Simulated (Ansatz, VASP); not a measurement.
**Two plane-wave programs on Sb**

```
Sb
1.0
     4.05861    0.00000    0.00000
    -2.02930    3.51486    0.00000
     0.00000    0.00000   27.10000
Sb
2
Cartesian
  0.0000 2.3432 6.9986
  2.0293 1.1716 8.6514
```

Alike in both runs: functional PBE; dispersion D4; k mesh 12 × 12 × 1; occupations gaussian, width 0.03 eV; no spin polarisation.

Ansatz relaxed the structure, and its values are those at the end. VASP's run is a single point on that final structure, the one shown.

|  | VASP | Ansatz |
| --- | --- | --- |
| version | VASP 6.6.1 | Ansatz 0.2.0 |
| potentials or method | VASP PAW PBE potentials, release 64 (Sb), cutoff 400 eV | scalar-relativistic, plane waves, PAW |
| valence electrons in the cell | 10 | 30 |

|  | VASP | Ansatz | Ansatz less VASP |
| --- | --- | --- | --- |
| gap on the k mesh at the Fermi level (eV) | 1.16 | 1.16 | -0.007 |
| least direct gap on the mesh (eV) | 1.65 | 1.68 | +0.029 |
| rms of the force components (eV/Å) | 0.047 | 0.000 | -0.0472 |

VASP's potentials hold 10 valence electrons a cell and Ansatz's 30, so a difference there can come from the potentials and not from the codes. Ansatz's warnings: slab cell height set, structure snapped to symmetry.

Spin-orbit coupling is off throughout.
